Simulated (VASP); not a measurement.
# Se (Im-3m) in VASP: notebook, part 2 of 2

VASP 6.6.1. The steps go on from the part before.

## 4. Relaxation of cell and atoms, PBE

This run uses another cell than the first one, of 21.81 Å³/atom, 0.993 times its volume.

INCAR

```
  PREC = Accurate
  ENCUT = 600
  EDIFF = 1E-6
  ISMEAR = -1
  SIGMA = 0.1
  LREAL = False
  LASPH = True
  NELM = 60
  ALGO = Normal
  ISIF = 3
  LWAVE = False
  LCHARG = False
  GGA = PE
  IBRION = 2
  NSW = 80
  EDIFFG = -0.01
```

KPOINTS

```
Automatic mesh
0
Gamma
  13 13 13
```

POSCAR

```
Se
1.0
   -1.7600399104      1.7600399104      1.7600399104
    1.7600399104     -1.7600399104      1.7600399104
    1.7600399104      1.7600399104     -1.7600399104
Se
1
Direct
    0.0000000000      0.0000000000      0.0000000000
```

Potentials or basis: VASP PAW PBE potentials, release 64 (Se).

On the command line:

```console
$ cat potpaw_PBE.64/Se/POTCAR > POTCAR
$ mpirun -np 1 vasp_std > vasp.out
```

OUTCAR:

```text
PREC = Accurate
   ENCUT = 600
   EDIFF = 1E-6
   ISMEAR = -1
   LREAL = False
   LASPH = True
   NELM = 60
   ISIF = 3
   GGA = PE
   IBRION = 2
   NSW = 80
   EDIFFG = -0.01

 ion  position               nearest neighbor table
   1  0.000  0.000  0.000-

  LATTYP: Found a body centered cubic cell.
 ALAT       =     3.5200798208

  Lattice vectors:

 A1 = (  -1.7600399104,   1.7600399104,   1.7600399104)
 A2 = (   1.7600399104,  -1.7600399104,   1.7600399104)
 A3 = (   1.7600399104,   1.7600399104,  -1.7600399104)

Analysis of symmetry for initial positions (statically):
=====================================================================
 Subroutine PRICEL returns:
 Original cell was already a primitive cell.

 Routine SETGRP: Setting up the symmetry group for a
 body centered cubic supercell.

 Subroutine GETGRP returns: Found 48 space group operations
 (whereof 48 operations were pure point group operations)
 out of a pool of 48 trial point group operations.

The static configuration has the point symmetry O_h .

Analysis of symmetry for dynamics (positions and initial velocities):
=====================================================================
 Subroutine PRICEL returns:
 Original cell was already a primitive cell.

 Routine SETGRP: Setting up the symmetry group for a
 body centered cubic supercell.

 Subroutine GETGRP returns: Found 48 space group operations
 (whereof 48 operations were pure point group operations)
 out of a pool of 48 trial point group operations.

The dynamic configuration has the point symmetry O_h .

 Subroutine INISYM returns: Found 48 space group operations
 (whereof 48 operations are pure point group operations),
 and found     1 'primitive' translations

----------------------------------------------------------------------------------------

                                     Primitive cell

  volume of cell :      21.8086

  direct lattice vectors                    reciprocal lattice vectors
    -1.760039910  1.760039910  1.760039910     0.000000000  0.284084467  0.284084467
[... 88 lines left out ...]
   IBRION =      2    ionic relax: 0-MD 1-quasi-New 2-CG
   NFREE  =      1    steps in history (QN), initial steepest desc. (CG)
   ISIF   =      3    stress and relaxation
   ISYM   =      2    0-nonsym 1-usesym 2-fastsym
   POTIM  = 0.5000    time-step for ionic-motion
   TEBEG  =    0.0;   TEEND  =   0.0 temperature during run
   PSTRESS=    0.0 pullay stress
   NELECT =       6.0000    total number of electrons
   NUPDOWN=      -1.0000    fix difference up-down
   EMIN   =  10.00;   EMAX   =-10.00  energy-range for DOS
   EFERMI =   0.00;   METHOD = LEGACY
   ISMEAR =    -1;   SIGMA  =   0.10  broadening in eV -4-tet -1-fermi 0-gaus
   EFERMI_NEDOS =   21; number of points for ismear=-14 and -15
   IALGO  =     38    algorithm
   IMIX   =      4    mixing-type and parameters
     AMIX     =   0.40;   BMIX     =  1.00
     AMIX_MAG =   1.60;   BMIX_MAG =  1.00
  volume/ion in A,a.u.               =      21.81       147.17
  Fermi-wavevector in a.u.,A,eV,Ry     =   1.064754  2.012094 15.424948  1.133702
  Thomas-Fermi vector in A             =   2.200283
   LORBIT       =      0    0 simple, 1 ext, 2 COOP (PROOUT), +10 PAW based schemes
   GGA     = PE    functional components
   LHFCALC =     F    Hartree Fock is set to
   AEXX    =    0.0000 exact exchange contribution
   IVDW    =     0    specifies the selected vdW correction
   LEPSILON=     F    determine dielectric tensor
   LRPA    =     F    only Hartree local field effects (RPA)
 conjugate gradient relaxation of ions
 non-spin polarized calculation
  energy-cutoff  :      600.00
  volume of cell :       21.81
 maximum number of plane-waves:       739
   NGX = 13   NGY = 13   NGZ = 13

--------------------------------------- Ionic step        1  -------------------------------------------

 number of electron       6.0000001 magnetization

 Free energy of the ion-electron system (eV)
  ---------------------------------------------------
  ext. energy  EPLUGINS =         0.00000000
  ---------------------------------------------------
  free energy    TOTEN  =        -2.91348150 eV

  energy without entropy =       -2.88943442  energy(sigma->0) =       -2.90145796

 E-fermi :   4.6999     XC(G=0): -10.2703

 val. band max:        4.6851924634   @ k =   0.4615   0.0000   0.0000
 cond. band min:       4.7355035858   @ k =  -0.2308   0.3077   0.0769
 fundamental gap:      0.0503111224
 Fermi energy:         4.6998515544

 k-point     1 :       0.0000    0.0000    0.0000
  band No.  band energies     occupation
      1     -10.8491      2.00000
      2       7.2902      0.00000
      3       7.2902      0.00000
      4       7.2902      0.00000
      5      14.9190      0.00000
      6      16.9094      0.00000
      7      16.9094      0.00000
[... 299 lines left out ...]
--------------------------------------- Ionic step        3  -------------------------------------------

 number of electron       5.9999999 magnetization

 Free energy of the ion-electron system (eV)
  ---------------------------------------------------
  ext. energy  EPLUGINS =         0.00000000
  ---------------------------------------------------
  free energy    TOTEN  =        -2.93460363 eV

  energy without entropy =       -2.91314296  energy(sigma->0) =       -2.92387329

 E-fermi :   5.5271     XC(G=0): -10.5922

 val. band max:        5.4923897705   @ k =  -0.3846   0.3846   0.0769
 cond. band min:       5.5560355076   @ k =   0.4615   0.0000   0.0000
 fundamental gap:      0.0636457371
 Fermi energy:         5.5271488462

 k-point     1 :       0.0000    0.0000    0.0000
  band No.  band energies     occupation
      1     -10.6129      2.00000
      2       8.4599      0.00000
      3       8.4599      0.00000
      4       8.4599      0.00000
      5      16.6286      0.00000
      6      17.8948      0.00000
      7      17.8948      0.00000
[... 258 lines left out ...]
  FREE ENERGIE OF THE ION-ELECTRON SYSTEM (eV)
  ---------------------------------------------------
  free  energy   TOTEN  =        -2.9346036292 eV

  energy  without entropy=       -2.9131429567  energy(sigma->0) =       -2.92387329

 reached required accuracy - stopping structural energy minimisation
```

CONTCAR:

```text
Se
   1.00000000000000
    -1.7195195813245943    1.7195195813245940    1.7195195813245943
     1.7195195813245943   -1.7195195813245940    1.7195195813245943
     1.7195195813245943    1.7195195813245940   -1.7195195813245943
  Se
     1
Direct
     0.0000000000000000    0.0000000000000000    0.0000000000000000

  0.00000000E+00  0.00000000E+00  0.00000000E+00
```

Run time: 13 s. Hardware: 1 thread of Intel Xeon Platinum 8488C (Sapphire Rapids), shared host; peak memory 0.14 GiB.

What came out:

```
Free energy                            : -2.9346 eV
Relaxed volume                         : 20.34 Å³/atom
Relaxed cell                           : a = 2.978 Å, b = 2.978 Å, c = 2.978 Å, α = 109.47°, β = 109.47°, γ = 109.47°
Space group after relaxing (to 0.05 Å) : Im-3m (No. 229)
Energy gained by relaxing              : 21.1 meV/atom
Ionic steps                            : 3
Pressure after relaxing                : 0.0 GPa
Band gap on the k mesh                 : zero (band 3 reaches 8.46 eV, above the bottom of band 4 at 2.25 eV)
```

The path:
```
step  energy change (eV)  largest force (eV/Å)  pressure (GPa)  volume (Å³)
   1              0.0000                0.0000           -4.31        21.81
   2             -0.0199                0.0000            1.25        20.01
   3             -0.0211                0.0000            0.00        20.34
```

Final structure:
```
CELL_PARAMETERS angstrom
-1.71952 1.71952 1.71952
1.71952 -1.71952 1.71952
1.71952 1.71952 -1.71952
ATOMIC_POSITIONS crystal
Se 0.00000 0.00000 0.00000
```

## 5. Single point, PBE

This run uses another cell than the first one, of 20.34 Å³/atom, 0.926 times its volume.

INCAR

```
SYSTEM = Se
ALGO = Normal
EDIFF = 1E-7
ENCUT = 520
GGA = PE
ISIF = 2
ISMEAR = -1
LASPH = .True.
LCHARG = .False.
LREAL = .False.
LWAVE = .False.
NBANDS = 9
NELM = 60
PREC = Accurate
SIGMA = 0.1
```

KPOINTS

```
k-points
0
Gamma
  21 21 21
  0 0 0
```

POSCAR

```
Se
1.0
   -1.7195263245      1.7195263245      1.7195263245
    1.7195263245     -1.7195263245      1.7195263245
    1.7195263245      1.7195263245     -1.7195263245
Se
1
Direct
    0.0000000000      0.0000000000      0.0000000000
```

On the command line:

```console
$ cat potpaw_PBE.64/Se/POTCAR > POTCAR
$ mpirun -np 1 vasp_std > vasp.out
```

Wall time 18 s (1 thread of Intel Xeon Platinum 8488C (Sapphire Rapids), shared host); peak memory 0.17 GiB.

Results (log left out):

- Free energy: -2.9279 eV
- Pressure: 0.2 GPa
- Band gap on the k mesh: zero (band 3 reaches 8.46 eV, above the bottom of band 4 at 2.06 eV)

Levels at points of the mesh, in eV from the Fermi level:
```tsv
k point	band 1	band 2	band 3	band 4	band 5	band 6	band 7
(0.00, 0.00, 0.00)	-16.12	2.95	2.95	2.95	11.12	12.39	12.39
```

## 6. Single point, PBE, non-collinear spin, zero start, spin-orbit coupling

This run uses another cell than the first one, of 20.34 Å³/atom, 0.926 times its volume.

INCAR

```
PREC     = Accurate       # precision mode
ENCUT    = 520            # plane-wave cutoff, eV
EDIFF    = 1E-6           # SCF threshold, eV
ISMEAR   = -1             # smearing method
SIGMA    = 0.1            # smearing width, eV
LREAL    = F              # projectors in reciprocal space
LASPH    = T              # aspherical terms in the spheres
NELM     = 150            # most SCF steps
ALGO     = Normal         # electronic algorithm
ISIF     = 2              # what is computed and relaxed
LWAVE    = F              # write WAVECAR
LCHARG   = F              # write CHGCAR
MAGMOM   = 0 0 0          # initial moments
LORBIT   = 11             # projections on sites
LSORBIT  = T              # spin-orbit coupling
GGA_COMPAT= F            
LORBMOM  = T            
GGA      = PE             # functional
NBANDS   = 17             # bands
```

KPOINTS

```
regular mesh
0
Gamma
  13 13 13
```

POSCAR is that of step 5.

Potentials or basis: VASP PAW PBE potentials, release 64 (Se).

On the command line:

```console
$ cat potpaw_PBE.64/Se/POTCAR > POTCAR
$ mpirun -np 1 vasp_ncl > vasp.out
```

OUTCAR:

```text
PREC = Accurate
   ENCUT = 520
   EDIFF = 1E-6
   ISMEAR = -1
   LREAL = F
   LASPH = T
   NELM = 150
   ISIF = 2
   LORBIT = 11
   LSORBIT = T
   GGA = PE

 ion  position               nearest neighbor table
   1  0.000  0.000  0.000-

  LATTYP: Found a body centered cubic cell.
 ALAT       =     3.4390526490

  Lattice vectors:

 A1 = (  -1.7195263245,   1.7195263245,   1.7195263245)
 A2 = (   1.7195263245,  -1.7195263245,   1.7195263245)
 A3 = (   1.7195263245,   1.7195263245,  -1.7195263245)

Analysis of symmetry for initial positions (statically):
=====================================================================
 Subroutine PRICEL returns:
 Original cell was already a primitive cell.

 Routine SETGRP: Setting up the symmetry group for a
 body centered cubic supercell.

 Subroutine GETGRP returns: Found 48 space group operations
 (whereof 48 operations were pure point group operations)
 out of a pool of 48 trial point group operations.

The static configuration has the point symmetry O_h .

Analysis of symmetry for dynamics (positions and initial velocities):
=====================================================================
 Subroutine PRICEL returns:
 Original cell was already a primitive cell.

 Routine SETGRP: Setting up the symmetry group for a
 body centered cubic supercell.

 Subroutine GETGRP returns: Found 48 space group operations
[... 683 lines left out ...]

  energy  without entropy=       -2.9415896757  energy(sigma->0) =       -2.95228954

 orbital moment (x)

 # of ion     p       d       tot
 ----------------------------------------
  1         0.000   0.000   0.000
 ----------------------------------------
            0.000   0.000   0.000

 orbital moment (y)

 # of ion     p       d       tot
 ----------------------------------------
  1        -0.000  -0.000  -0.000
 ----------------------------------------
           -0.000  -0.000  -0.000

 orbital moment (z)

 # of ion     p       d       tot
 ----------------------------------------
  1         0.000   0.000   0.000
 ----------------------------------------
            0.000   0.000   0.000

 Spin-Orbit-Coupling matrix elements

 Ion:    1  E_soc:     -0.0573182
 l=   1
     0.0000000    -0.0095400    -0.0095400
    -0.0095400     0.0000000    -0.0095400
    -0.0095400    -0.0095400     0.0000000
 l=   2
     0.0000000    -0.0000034     0.0000000    -0.0000034    -0.0000097
    -0.0000034     0.0000000    -0.0000072    -0.0000034    -0.0000024
     0.0000000    -0.0000072     0.0000000    -0.0000072     0.0000000
    -0.0000034    -0.0000034    -0.0000072     0.0000000    -0.0000024
    -0.0000097    -0.0000024     0.0000000    -0.0000024     0.0000000
 l=   3
     0.0000000     0.0000000     0.0000000     0.0000000     0.0000000     0.0000000     0.0000000
     0.0000000     0.0000000     0.0000000     0.0000000     0.0000000     0.0000000     0.0000000
     0.0000000     0.0000000     0.0000000     0.0000000     0.0000000     0.0000000     0.0000000
     0.0000000     0.0000000     0.0000000     0.0000000     0.0000000     0.0000000     0.0000000
     0.0000000     0.0000000     0.0000000     0.0000000     0.0000000     0.0000000     0.0000000
     0.0000000     0.0000000     0.0000000     0.0000000     0.0000000     0.0000000     0.0000000
     0.0000000     0.0000000     0.0000000     0.0000000     0.0000000     0.0000000     0.0000000

 total charge

# of ion       s       p       d       tot
------------------------------------------
    1        1.537   2.036   0.050   3.623

 magnetization (x)

# of ion       s       p       d       tot
------------------------------------------
    1       -0.000   0.000  -0.000   0.000

 magnetization (y)

# of ion       s       p       d       tot
------------------------------------------
    1        0.000   0.000   0.000   0.000

 magnetization (z)

# of ion       s       p       d       tot
------------------------------------------
    1        0.000  -0.000  -0.000  -0.000
```

OSZICAR:

```text
N       E                     dE             d eps       ncg     rms          rms(c)
DAV:   1     0.185707487294E+02    0.18571E+02   -0.25707E+03  2856   0.613E+02
DAV:   2    -0.206559450035E+01   -0.20636E+02   -0.19413E+02  4032   0.115E+02
DAV:   3    -0.295901372718E+01   -0.89342E+00   -0.88680E+00  3500   0.207E+01
DAV:   4    -0.296190295819E+01   -0.28892E-02   -0.28889E-02  3552   0.140E+00
DAV:   5    -0.296190913715E+01   -0.61790E-05   -0.61785E-05  3496   0.666E-02    0.303E+00
DAV:   6    -0.296210218076E+01   -0.19304E-03   -0.16524E-03  3401   0.287E-01    0.180E+00
DAV:   7    -0.296293855045E+01   -0.83637E-03   -0.28674E-03  3401   0.382E-01    0.349E-01
DAV:   8    -0.296298040165E+01   -0.41851E-04   -0.60563E-05  3559   0.570E-02    0.486E-02
DAV:   9    -0.296298916837E+01   -0.87667E-05   -0.41422E-05  3287   0.450E-02    0.560E-03
DAV:  10    -0.296298941076E+01   -0.24238E-06   -0.10328E-06  3588   0.786E-03
   1 F= -.29629894E+01 E0= -.29522895E+01  d E =-.213997E-01  mag=     0.0000    -0.0000    -0.0000
```

It took 27 s on 1 thread of Intel Xeon Platinum 8488C (Sapphire Rapids), shared host; peak memory 0.21 GiB.

What came out:

```
Free energy                                           : -2.9630 eV
Pressure                                              : 0.2 GPa
Net moment                                            : 0.00 μB per cell
Valence electrons inside the program's atomic spheres : Se 3.62
```

Moments on the atoms (μB; x, y, z):
```
Se  0.00 0.00 0.00
```

## 7. Summary

| task | spin | cell | k mesh | cutoff (eV) | gap on the mesh (eV) | pressure (GPa) |
| --- | --- | --- | --- | --- | --- | --- |
| single point | off | a = 3.056 Å, angles 109.5°, 1 atom | 14 × 14 × 14 | 520 | none | -4.4 |
| single point | off | a = 3.093 Å, angles 109.5°, 1 atom | 14 × 14 × 14 | 520 | none | -6.1 |
| relaxation of cell and atoms | off | relaxed from a = 3.048 Å, angles 109.5°, 1 atom | 13 × 13 × 13 | 600 | none | 0.0 |
| single point | off | a = 2.978 Å, angles 109.5°, 1 atom | 21 × 21 × 21 | 520 | none | 0.2 |
| single point | non-collinear, zero start, SOC | a = 2.978 Å, angles 109.5°, 1 atom | 13 × 13 × 13 | 520 | - | 0.2 |

Alike in all rows: level PBE; potentials or basis VASP PAW PBE potentials, release 64 (Se); smearing fermi-dirac 0.1 eV.

Absolute energies hang on the potentials; compare differences alone.
